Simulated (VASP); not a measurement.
# IrPt2 (P4/nmm) in VASP: single point with PBE

Aim: the single point of IrPt2 with PBE.

Program: VASP 6.6.1. These are calculated values, not measurements. Logs are shortened: lines on timing, memory, paths and dates and some standing lists are left out, and cuts for length are marked.

### Step 1. The cell of the first run

It takes space group P4/nmm (No. 129, tetragonal). Conventional cell: a = 2.770 Å, b = 2.770 Å, c = 11.936 Å, α = 90.00°, β = 90.00°, γ = 90.00°. Ir (site symmetry 4mm) has 8 Ir at 2.68 to 2.77 Å and 4 Pt at 2.78 Å within 3.5 Å. Pt (site symmetry 4mm) has 12 Pt at 2.77 to 2.84 Å within 3.7 Å. Pt (site symmetry 4mm) has 13 Pt at 2.77 to 4.10 Å and 5 Ir at 2.78 to 3.80 Å within 4.2 Å.

### Step 2. Single point, PBE

The input, POSCAR:

```
IrPt2
1.0
    2.7698861523      0.0000000000      0.0000000000
    0.0000000000      2.7698861523      0.0000000000
    0.0000000000      0.0000000000     11.9363001852
Ir Pt
2 4
Direct
    0.0000000000      0.5000000000      0.9233221129
    0.5000000000      0.0000000000      0.0766778871
    0.0000000000      0.5000000000      0.5856956118
    0.5000000000      0.0000000000      0.4143043882
    0.0000000000      0.5000000000      0.2419348966
    0.5000000000      0.0000000000      0.7580651034
```

The input, INCAR.step1:

```
PREC = Accurate ; ENCUT = 520
EDIFF = 1E-6 ; ISMEAR = 0
SIGMA = 0.1 ; LREAL = False
LASPH = True ; NELM = 60
ALGO = Fast ; ISIF = 2
LWAVE = False ; LCHARG = True
LMAXMIX = 4 ; GGA = PE
NBANDS = 38
```

The input, KPOINTS.step1:

```
Automatic mesh
0
Gamma
  12 12 4
```

The input, INCAR.step2:

```
PREC = Accurate ; ENCUT = 520
EDIFF = 1E-6 ; ISMEAR = -5
SIGMA = 0.1 ; LREAL = False
LASPH = True ; NELM = 60
ALGO = Fast ; ISIF = 2
LWAVE = False ; LCHARG = False
LMAXMIX = 4 ; GGA = PE
LORBIT = 11 ; NBANDS = 38
NEDOS = 2001 ; ICHARG = 11
```

The input, KPOINTS.step2:

```
Automatic mesh
0
Gamma
  18 18 6
```

Potentials or basis: VASP PAW PBE potentials, release 64 (Ir, Pt).

Started as:

```
cat potpaw_PBE.64/Ir/POTCAR potpaw_PBE.64/Pt/POTCAR > POTCAR
cp INCAR.step1 INCAR
cp KPOINTS.step1 KPOINTS
mpirun -np 1 vasp_std > vasp.out
cp INCAR.step2 INCAR
cp KPOINTS.step2 KPOINTS
mpirun -np 1 vasp_std > vasp.out
```

OUTCAR:

```text
PREC = Accurate
   ENCUT = 520
   EDIFF = 1E-6
   ISMEAR = -5
   LREAL = False
   LASPH = True
   NELM = 60
   ISIF = 2
   GGA = PE
   LORBIT = 11
   ICHARG = 11

 ion  position               nearest neighbor table
   1  0.000  0.500  0.923-   2 2.68   2 2.68   2 2.68   2 2.68   6 2.78   6 2.78   6 2.78   6 2.78

   2  0.500  0.000  0.077-   1 2.68   1 2.68   1 2.68   1 2.68   5 2.78   5 2.78   5 2.78   5 2.78

   3  0.000  0.500  0.586-   4 2.83   4 2.83   4 2.83   4 2.83   6 2.84   6 2.84   6 2.84   6 2.84

   4  0.500  0.000  0.414-   3 2.83   3 2.83   3 2.83   3 2.83   5 2.84   5 2.84   5 2.84   5 2.84

   5  0.000  0.500  0.242-   2 2.78   2 2.78   2 2.78   2 2.78   4 2.84   4 2.84   4 2.84   4 2.84

   6  0.500  0.000  0.758-   1 2.78   1 2.78   1 2.78   1 2.78   3 2.84   3 2.84   3 2.84   3 2.84

  LATTYP: Found a simple tetragonal cell.
 ALAT       =     2.7698861523
 C/A-ratio  =     4.3093107546

  Lattice vectors:

 A1 = (   2.7698861523,   0.0000000000,   0.0000000000)
 A2 = (   0.0000000000,   2.7698861523,   0.0000000000)
 A3 = (   0.0000000000,   0.0000000000,  11.9363001852)

Analysis of symmetry for initial positions (statically):
=====================================================================
 Subroutine PRICEL returns:
 Original cell was already a primitive cell.

 Routine SETGRP: Setting up the symmetry group for a
 simple tetragonal supercell.

 Subroutine GETGRP returns: Found 16 space group operations
 (whereof  8 operations were pure point group operations)
 out of a pool of 16 trial point group operations.

The static configuration has the point symmetry D_2d.
 The point group associated with its full space group is D_4h.

Analysis of symmetry for dynamics (positions and initial velocities):
=====================================================================
 Subroutine PRICEL returns:
 Original cell was already a primitive cell.

 Routine SETGRP: Setting up the symmetry group for a
 simple tetragonal supercell.

 Subroutine GETGRP returns: Found 16 space group operations
 (whereof  8 operations were pure point group operations)
 out of a pool of 16 trial point group operations.

The dynamic configuration has the point symmetry D_2d.
 The point group associated with its full space group is D_4h.

 Subroutine INISYM returns: Found 16 space group operations
 (whereof  8 operations are pure point group operations),
 and found     1 'primitive' translations

----------------------------------------------------------------------------------------

                                     Primitive cell

  volume of cell :      91.5785

  direct lattice vectors                    reciprocal lattice vectors
     2.769886152  0.000000000  0.000000000     0.361025669  0.000000000  0.000000000
     0.000000000  2.769886152  0.000000000     0.000000000  0.361025669  0.000000000
     0.000000000  0.000000000 11.936300185     0.000000000  0.000000000  0.083778054

  length of vectors
     2.769886152  2.769886152 11.936300185     0.361025669  0.361025669  0.083778054

  position of ions in fractional coordinates (direct lattice)
     0.000000000  0.500000000  0.923322113
     0.500000000  0.000000000  0.076677887
     0.000000000  0.500000000  0.585695612
     0.500000000  0.000000000  0.414304388
     0.000000000  0.500000000  0.241934897
     0.500000000  0.000000000  0.758065103

  ion indices of the primitive-cell ions
   primitive index   ion index
                 1           1
                 2           2
                 3           3
                 4           4
                 5           5
                 6           6

----------------------------------------------------------------------------------------

 KPOINTS: Automatic mesh

Automatic generation of k-mesh.
 Grid dimensions read from file:
 generate k-points for:   18   18    6

 Generating k-lattice:

  Cartesian coordinates                     Fractional coordinates (reciprocal lattice)
     0.020056982  0.000000000  0.000000000     0.055555556  0.000000000  0.000000000
     0.000000000  0.020056982  0.000000000     0.000000000  0.055555556  0.000000000
     0.000000000  0.000000000  0.013963009     0.000000000  0.000000000  0.166666667

  Length of vectors
     0.020056982  0.020056982  0.013963009

  Shift w.r.t. Gamma in fractional coordinates (k-lattice)
     0.000000000  0.000000000  0.000000000

 TETIRR: Found   2916 inequivalent tetrahedra from    11664

 Subroutine IBZKPT returns following result:
 ===========================================

 Found    220 irreducible k-points:

 Following reciprocal coordinates:
            Coordinates               Weight
  0.000000  0.000000  0.000000      1.000000
  0.055556  0.000000  0.000000      4.000000
  0.111111  0.000000  0.000000      4.000000
  0.166667  0.000000  0.000000      4.000000
  0.222222  0.000000  0.000000      4.000000
  0.277778  0.000000  0.000000      4.000000
[... 16 lines left out ...]
  0.277778  0.111111  0.000000      8.000000
  0.333333  0.111111  0.000000      8.000000
 [... further k-points ...]
   k-points           NKPTS =    220   k-points in BZ     NKDIM =    220   number of bands    NBANDS=     38
   number of dos      NEDOS =   2001   number of ions     NIONS =      6
   total plane-waves  NPLWV =  51840
   dimension x,y,z NGX =    24 NGY =   24 NGZ =   90
   dimension x,y,z NGXF=    48 NGYF=   48 NGZF=  180
   ions per type =               2   4
   NGX,Y,Z   is equivalent  to a cutoff of  14.40, 14.40, 12.53 a.u.
   NGXF,Y,Z  is equivalent  to a cutoff of  28.81, 28.81, 25.07 a.u.
 SYSTEM =  unknown system
   PREC   = accura    normal or accurate (medium, high low for compatibility)
   ISTART =      0    job   : 0-new  1-cont  2-samecut
   ICHARG =     11    charge: 1-file 2-atom 10-const
   ISPIN  =      1    spin polarized calculation?
   LNONCOLLINEAR =      F non collinear calculations
   LSORBIT =      F    spin-orbit coupling
   LASPH  =      T    aspherical Exc in radial PAW
   ENCUT  =  520.0 eV  38.22 Ry    6.18 a.u.   5.15  5.15 22.19*2*pi/ulx,y,z
   NELM   =     60;   NELMIN=  2; NELMDL=  0     # of ELM steps
   EDIFF  = 0.1E-05   stopping-criterion for ELM
   LREAL  =      F    real-space projection
   EDIFFG = 0.1E-04   stopping-criterion for IOM
   NSW    =      0    number of steps for IOM
   IBRION =     -1    ionic relax: 0-MD 1-quasi-New 2-CG
   NFREE  =      0    steps in history (QN), initial steepest desc. (CG)
   ISIF   =      2    stress and relaxation
   ISYM   =      2    0-nonsym 1-usesym 2-fastsym
   POTIM  = 0.5000    time-step for ionic-motion
   TEBEG  =    0.0;   TEEND  =   0.0 temperature during run
   PSTRESS=    0.0 pullay stress
   NELECT =      58.0000    total number of electrons
   NUPDOWN=      -1.0000    fix difference up-down
   EMIN   =  10.00;   EMAX   =-10.00  energy-range for DOS
   EFERMI =   0.00;   METHOD = LEGACY
   ISMEAR =    -5;   SIGMA  =   0.10  broadening in eV -4-tet -1-fermi 0-gaus
   EFERMI_NEDOS =   21; number of points for ismear=-14 and -15
   IALGO  =     68    algorithm
   IMIX   =      4    mixing-type and parameters
     AMIX     =   0.40;   BMIX     =  1.00
     AMIX_MAG =   1.60;   BMIX_MAG =  1.00
  volume/ion in A,a.u.               =      15.26       103.00
  Fermi-wavevector in a.u.,A,eV,Ry     =   1.405895  2.656757 26.892480  1.976542
  Thomas-Fermi vector in A             =   2.528310
   LORBIT       =     11    0 simple, 1 ext, 2 COOP (PROOUT), +10 PAW based schemes
   GGA     = PE    functional components
   LHFCALC =     F    Hartree Fock is set to
   AEXX    =    0.0000 exact exchange contribution
   IVDW    =     0    specifies the selected vdW correction
   LEPSILON=     F    determine dielectric tensor
   LRPA    =     F    only Hartree local field effects (RPA)
 non-spin polarized calculation
 RMM-DIIS sequential band-by-band and
 Fermi weights with tetrahedron method with Bloechl corrections
  energy-cutoff  :      520.00
  volume of cell :       91.58
 maximum number of plane-waves:      2496
 NGX is ok and might be reduce to    24

 number of electron      57.9999998 magnetization

 Free energy of the ion-electron system (eV)
  ---------------------------------------------------
  ext. energy  EPLUGINS =         0.00000000
  ---------------------------------------------------
  free energy    TOTEN  =       -42.04230724 eV

  energy without entropy =      -42.04230724  energy(sigma->0) =      -42.04230724

 E-fermi :  10.4199     XC(G=0): -13.4525

 val. band max:       10.5627390952   @ k =   0.5000   0.4444   0.0000
 cond. band min:      10.3875425290   @ k =   0.4444   0.3333   0.0000
 fundamental gap:     -0.1751965663
 Fermi energy:        10.4199019905

 k-point     1 :       0.0000    0.0000    0.0000
  band No.  band energies     occupation
      1       0.1217      2.00000
      2       1.6495      2.00000
      3       1.6765      2.00000
      4       3.1773      2.00000
      5       3.6328      2.00000
      6       3.6802      2.00000
[... 30 lines left out ...]
     37      18.9597      0.00000
     38      21.9491      0.00000

 k-point     2 :       0.0556    0.0000    0.0000
  band No.  band energies     occupation
      1       0.2058      2.00000
      2       1.7198      2.00000
      3       1.7440      2.00000
      4       3.2420      2.00000
      5       3.6990      2.00000
      6       3.7353      2.00000
[... 30 lines left out ...]
     37      18.8045      0.00000
     38      21.7619      0.00000

 k-point     3 :       0.1111    0.0000    0.0000
  band No.  band energies     occupation
      1       0.4535      2.00000
      2       1.9191      2.00000
      3       1.9334      2.00000
      4       3.4088      2.00000
      5       3.8621      2.00000
      6       3.9126      2.00000
[... 30 lines left out ...]
     37      18.3384      0.00000
     38      21.3073      0.00000

 k-point     4 :       0.1667    0.0000    0.0000
  band No.  band energies     occupation
      1       0.8494      2.00000
      2       2.2052      2.00000
      3       2.2118      2.00000
      4       3.6144      2.00000
      5       4.0228      2.00000
      6       4.1702      2.00000
[... 30 lines left out ...]
     37      17.6033      0.00000
     38      20.7371      0.00000
[... 703 lines left out ...]
      4       4.1438      2.00000
      5       4.4711      2.00000
      6       4.5917      2.00000
[... 30 lines left out ...]
     37      17.0941      0.00000
     38      19.9359      0.00000

 k-point    23 :       0.2778    0.1111    0.0000
  band No.  band energies     occupation
      1       2.2508      2.00000
      2       3.0692      2.00000
      3       3.1647      2.00000
      4       4.2601      2.00000
      5       4.4159      2.00000
      6       4.6954      2.00000
[... 30 lines left out ...]
     37      18.0244      0.00000
     38      18.5580      0.00000

 k-point    24 :       0.3333    0.1111    0.0000
  band No.  band energies     occupation
      1       2.8166      2.00000
      2       3.2271      2.00000
      3       3.4386      2.00000
      4       4.1826      2.00000
      5       4.2616      2.00000
      6       4.9156      2.00000
[... 30 lines left out ...]
     37      17.1934      0.00000
     38      17.3328      0.00000

 [... further k-points ...]

------------------------ aborting loop because EDIFF is reached ----------------------------------------

  FORCE on cell =-STRESS in cart. coord.  units (eV):
  Direction    XX          YY          ZZ          XY          YZ          ZX
  --------------------------------------------------------------------------------------
  -------------------------------------------------------------------------------------
  Total        0.0960573      0.0960573     -0.3201143      0.0000000     -0.0000000      0.0000000
  in kB        1.6805344      1.6805344     -5.6004385      0.0000000     -0.0000000      0.0000000
  external PRESSURE =      -0.7464566 kB  Pullay stress =       0.0000000 kB

 VOLUME and BASIS-vectors are now :
 -----------------------------------------------------------------------------
  energy-cutoff  :      520.00
  volume of cell :       91.58
      direct lattice vectors                 reciprocal lattice vectors
     2.769886152  0.000000000  0.000000000     0.361025669  0.000000000  0.000000000
     0.000000000  2.769886152  0.000000000     0.000000000  0.361025669  0.000000000
     0.000000000  0.000000000 11.936300185     0.000000000  0.000000000  0.083778054

 POSITION                                       TOTAL-FORCE (eV/Angst)
 -----------------------------------------------------------------------------------
      0.00000      1.38494     11.02105         0.000000     -0.000000     -0.024758
      1.38494      0.00000      0.91525        -0.000000      0.000000      0.024758
      0.00000      1.38494      6.99104         0.000000     -0.000000      0.047130
      1.38494      0.00000      4.94526         0.000000     -0.000000     -0.047130
      0.00000      1.38494      2.88781         0.000000     -0.000000      0.030293
      1.38494      0.00000      9.04849         0.000000     -0.000000     -0.030293
 -----------------------------------------------------------------------------------
    total drift:                                0.000000     -0.000000      0.000000

  FREE ENERGIE OF THE ION-ELECTRON SYSTEM (eV)
  ---------------------------------------------------
  free  energy   TOTEN  =       -42.0423072446 eV

  energy  without entropy=      -42.0423072446  energy(sigma->0) =      -42.04230724

 total charge

# of ion       s       p       d       tot
------------------------------------------
    1        0.648   0.677   6.902   8.227
    2        0.648   0.677   6.902   8.227
    3        0.618   0.559   8.074   9.251
    4        0.618   0.559   8.074   9.251
    5        0.641   0.613   7.998   9.252
    6        0.641   0.613   7.998   9.252
--------------------------------------------------
tot          3.813   3.698  45.948  53.459
```

It took 21 min on 1 thread of Intel Xeon 8259CL, shared host; peak memory 0.68 GiB.

Results:

| Property | Result |
| --- | --- |
| Valence electrons inside the program's atomic spheres | Ir 8.23; Pt 9.25 |

Caveat: spin-orbit coupling is left out, which moves the levels of the heavy elements.
